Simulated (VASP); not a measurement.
# Zr3N (P6_322) in VASP: single point with r2SCAN

Aim: the single point of Zr3N with r2SCAN.

All numbers are computed with VASP 6.6.1; they aren't measurements. Logs are shortened: lines on timing, memory, paths and dates and some standing lists are left out, and cuts for length are marked.

## Step 1: The cell of the first run

The structure is hexagonal, space group P6_322 (No. 182). The conventional cell has a = 5.684 Å, b = 5.684 Å, c = 5.225 Å, α = 90.00°, β = 90.00°, γ = 120.00°. Zr (site symmetry 2) has 2 N at 2.29 Å within 3.0 Å. N (site symmetry 32) has 6 Zr at 2.29 Å within 3.0 Å.

## Step 2: Single point, r2SCAN

The input, POSCAR:

```
Zr3N
1.0
    5.6836608358      0.0000000000      0.0000000000
   -2.8418304179      4.9221946703      0.0000000000
    0.0000000000      0.0000000000      5.2248774198
Zr N
6 2
Direct
    0.0000000000      0.6601601134      0.5000000000
    0.0000000000      0.3398398866      0.0000000000
    0.6601601134      0.6601601134      0.0000000000
    0.6601601134      0.0000000000      0.5000000000
    0.3398398866      0.3398398866      0.5000000000
    0.3398398866      0.0000000000      0.0000000000
    0.6666666667      0.3333333333      0.7500000000
    0.3333333333      0.6666666667      0.2500000000
```

The input, INCAR.step1:

```
SYSTEM = Zr3N
  ALGO = Normal
  EDIFF = 1E-4
  ENCUT = 520
  GGA = PE
  ISMEAR = 0
  LASPH = .TRUE.
  LCHARG = .FALSE.
  LREAL = .FALSE.
  LWAVE = .TRUE.
  NBANDS = 51
  NELM = 60
  PREC = Accurate
  SIGMA = 0.1
```

The input, INCAR.step2:

```
SYSTEM = Zr3N
  ALGO = Normal
  EDIFF = 1E-7
  ENCUT = 520
  ISIF = 2
  ISMEAR = 0
  ISTART = 1
  LASPH = .TRUE.
  LCHARG = .FALSE.
  LMIXTAU = .TRUE.
  LREAL = .FALSE.
  LWAVE = .FALSE.
  METAGGA = R2SCAN
  NBANDS = 51
  NELM = 60
  PREC = Accurate
  SIGMA = 0.1
```

The input, KPOINTS:

```
k-points
0
G
  6 6 4
  0 0 0
```

Potentials or basis: VASP PAW PBE potentials, release 64 (Zr_sv, N).

Started as:

```sh
$ cat potpaw_PBE.64/Zr_sv/POTCAR potpaw_PBE.64/N/POTCAR > POTCAR
$ cp INCAR.step1 INCAR
$ mpirun -np 1 vasp_std > vasp.out
$ cp INCAR.step2 INCAR
$ mpirun -np 1 vasp_std > vasp.out
```

OUTCAR:

```text
SYSTEM = Zr3N
   EDIFF = 1E-7
   ENCUT = 520
   ISIF = 2
   ISMEAR = 0
   ISTART = 1
   LASPH = .TRUE.
   LREAL = .FALSE.
   METAGGA = R2SCAN
   NELM = 60
   PREC = Accurate

 ion  position               nearest neighbor table
   1  0.000  0.660  0.500-   8 2.29   7 2.29   2 3.18   2 3.18   3 3.25   3 3.25   6 3.25   6 3.25
                             5 3.25   5 3.25   4 3.25   4 3.25   4 3.35   5 3.35
   2  0.000  0.340  0.000-   7 2.29   8 2.29   1 3.18   1 3.18   5 3.25   5 3.25   4 3.25   4 3.25
                             3 3.25   3 3.25   6 3.25   6 3.25   6 3.35   3 3.35
   3  0.660  0.660  0.000-   8 2.29   7 2.29   5 3.18   5 3.18   1 3.25   1 3.25   4 3.25   4 3.25
                             2 3.25   2 3.25   6 3.25   6 3.25   6 3.35   2 3.35
   4  0.660  0.000  0.500-   7 2.29   8 2.29   6 3.18   6 3.18   2 3.25   2 3.25   3 3.25   3 3.25
                             5 3.25   1 3.25   5 3.25   1 3.25   1 3.35   5 3.35
   5  0.340  0.340  0.500-   7 2.29   8 2.29   3 3.18   3 3.18   2 3.25   2 3.25   6 3.25   6 3.25
                             1 3.25   1 3.25   4 3.25   4 3.25   4 3.35   1 3.35
   6  0.340  0.000  0.000-   8 2.29   7 2.29   4 3.18   4 3.18   5 3.25   1 3.25   1 3.25   5 3.25
                             3 3.25   2 3.25   3 3.25   2 3.25   2 3.35   3 3.35
   7  0.667  0.333  0.750-   2 2.29   4 2.29   1 2.29   6 2.29   5 2.29   3 2.29
   8  0.333  0.667  0.250-   1 2.29   6 2.29   2 2.29   4 2.29   3 2.29   5 2.29

  LATTYP: Found a hexagonal cell.
 ALAT       =     5.6836608358
 C/A-ratio  =     0.9192802968

  Lattice vectors:

 A1 = (   5.6836608358,   0.0000000000,   0.0000000000)
 A2 = (  -2.8418304179,   4.9221946703,   0.0000000000)
 A3 = (   0.0000000000,   0.0000000000,   5.2248774198)

Analysis of symmetry for initial positions (statically):
=====================================================================
 Subroutine PRICEL returns:
 Original cell was already a primitive cell.

 Routine SETGRP: Setting up the symmetry group for a
 hexagonal supercell.

 Subroutine GETGRP returns: Found 12 space group operations
 (whereof  6 operations were pure point group operations)
 out of a pool of 24 trial point group operations.

The static configuration has the point symmetry D_3 .
 The point group associated with its full space group is D_6 .

Analysis of symmetry for dynamics (positions and initial velocities):
=====================================================================
 Subroutine PRICEL returns:
 Original cell was already a primitive cell.

 Routine SETGRP: Setting up the symmetry group for a
 hexagonal supercell.

 Subroutine GETGRP returns: Found 12 space group operations
 (whereof  6 operations were pure point group operations)
[... 120 lines left out ...]
   TEBEG  =    0.0;   TEEND  =   0.0 temperature during run
   PSTRESS=    0.0 pullay stress
   NELECT =      82.0000    total number of electrons
   NUPDOWN=      -1.0000    fix difference up-down
   EMIN   =  10.00;   EMAX   =-10.00  energy-range for DOS
   EFERMI =   0.00;   METHOD = LEGACY
   ISMEAR =     0;   SIGMA  =   0.10  broadening in eV -4-tet -1-fermi 0-gaus
   EFERMI_NEDOS =   21; number of points for ismear=-14 and -15
   IALGO  =     38    algorithm
   IMIX   =      4    mixing-type and parameters
     AMIX     =   0.40;   BMIX     =  1.00
     AMIX_MAG =   1.60;   BMIX_MAG =  1.00
  volume/ion in A,a.u.               =      18.27       123.30
  Fermi-wavevector in a.u.,A,eV,Ry     =   1.350180  2.551471 24.803242  1.822987
  Thomas-Fermi vector in A             =   2.477706
   LORBIT       =      0    0 simple, 1 ext, 2 COOP (PROOUT), +10 PAW based schemes
   METAGGA = R2SCAN    functional components
   LHFCALC =     F    Hartree Fock is set to
   AEXX    =    0.0000 exact exchange contribution
   IVDW    =     0    specifies the selected vdW correction
   LEPSILON=     F    determine dielectric tensor
   LRPA    =     F    only Hartree local field effects (RPA)
 non-spin polarized calculation
 Gauss-broadening in eV      SIGMA  =   0.10
  energy-cutoff  :      520.00
  volume of cell :      146.17
 maximum number of plane-waves:      3967
   NGX = 21   NGY = 21   NGZ = 19

 number of electron      82.0000002 magnetization

 Free energy of the ion-electron system (eV)
  ---------------------------------------------------
  ext. energy  EPLUGINS =         0.00000000
  ---------------------------------------------------
  free energy    TOTEN  =      -163.18219643 eV

  energy without entropy =     -163.16211217  energy(sigma->0) =     -163.17215430

 E-fermi :   9.1391     XC(G=0): -12.2594

 val. band max:        9.0766688605   @ k =   0.5000   0.0000   0.5000
 cond. band min:       9.1582490315   @ k =   0.3333   0.1667   0.0000
 fundamental gap:      0.0815801709
 Fermi energy:         9.1390600702

 k-point     1 :       0.0000    0.0000    0.0000
  band No.  band energies     occupation
      1     -41.2447      2.00000
      2     -41.0999      2.00000
      3     -41.0892      2.00000
      4     -41.0892      2.00000
      5     -41.0770      2.00000
      6     -41.0770      2.00000
[... 1123 lines left out ...]
     50      11.9276      0.00000
     51      12.9083      0.00000

------------------------ aborting loop because EDIFF is reached ----------------------------------------

  FORCE on cell =-STRESS in cart. coord.  units (eV):
  Direction    XX          YY          ZZ          XY          YZ          ZX
  --------------------------------------------------------------------------------------
  -------------------------------------------------------------------------------------
  Total       -1.8908675     -1.8908675      0.2068413     -0.0000000      0.0000000      0.0000000
  in kB      -20.7256726    -20.7256726      2.2671736     -0.0000000      0.0000000      0.0000000
  external PRESSURE =     -13.0613905 kB  Pullay stress =       0.0000000 kB

 VOLUME and BASIS-vectors are now :
 -----------------------------------------------------------------------------
  energy-cutoff  :      520.00
  volume of cell :      146.17
      direct lattice vectors                 reciprocal lattice vectors
     5.683660836  0.000000000  0.000000000     0.175942940  0.101580704  0.000000000
    -2.841830418  4.922194670  0.000000000     0.000000000  0.203161408  0.000000000
     0.000000000  0.000000000  5.224877420     0.000000000  0.000000000  0.191392050

 POSITION                                       TOTAL-FORCE (eV/Angst)
 -----------------------------------------------------------------------------------
     -1.87606      3.24944      2.61244         0.401805     -0.695946      0.000000
     -0.96577      1.67276      0.00000        -0.401805      0.695946     -0.000000
      1.87606      3.24944      0.00000        -0.401805     -0.695946      0.000000
      3.75213      0.00000      2.61244        -0.803609     -0.000000     -0.000000
      0.96577      1.67276      2.61244         0.401805      0.695946     -0.000000
      1.93153      0.00000      0.00000         0.803609     -0.000000      0.000000
      2.84183      1.64073      3.91866         0.000000     -0.000000      0.000000
     -0.00000      3.28146      1.30622         0.000000     -0.000000     -0.000000
 -----------------------------------------------------------------------------------
    total drift:                               -0.000001     -0.000001      0.000000

  FREE ENERGIE OF THE ION-ELECTRON SYSTEM (eV)
  ---------------------------------------------------
  free  energy   TOTEN  =      -163.1821964275 eV

  energy  without entropy=     -163.1621121737  energy(sigma->0) =     -163.17215430
```

OUTCAR.step1:

```text
SYSTEM = Zr3N
   EDIFF = 1E-4
   ENCUT = 520
   GGA = PE
   ISMEAR = 0
   LASPH = .TRUE.
   LREAL = .FALSE.
   NELM = 60
[... 1379 lines left out ...]
      1.93153      0.00000      0.00000         0.700236     -0.000000      0.000000
      2.84183      1.64073      3.91866         0.000000     -0.000000      0.000000
     -0.00000      3.28146      1.30622         0.000000     -0.000000     -0.000000
 -----------------------------------------------------------------------------------
    total drift:                               -0.000001     -0.000001      0.000000

  FREE ENERGIE OF THE ION-ELECTRON SYSTEM (eV)
  ---------------------------------------------------
  free  energy   TOTEN  =       -75.2523811505 eV

  energy  without entropy=      -75.2265710968  energy(sigma->0) =      -75.23947612
```

It took 9.7 min on 1 thread of Oxide Virtual Turin-like, shared host; peak memory 0.3 GiB.

What came out:

```
Free energy            : -163.1822 eV
Pressure               : -1.3 GPa
Largest force          : 0.804 eV/Å
Band gap on the k mesh : zero (band 41 reaches 9.44 eV, above the bottom of band 42 at 8.81 eV)
```

Forces in eV/Å, atoms in the order of the input:
```
Zr   0.402 -0.696  0.000
Zr  -0.402  0.696  0.000
Zr  -0.402 -0.696  0.000
Zr  -0.804  0.000  0.000
Zr   0.402  0.696  0.000
Zr   0.804  0.000  0.000
N    0.000  0.000  0.000
N    0.000  0.000  0.000
```

Caveat: the PAW data sets were made with another functional, which shifts forces and pressure a little.
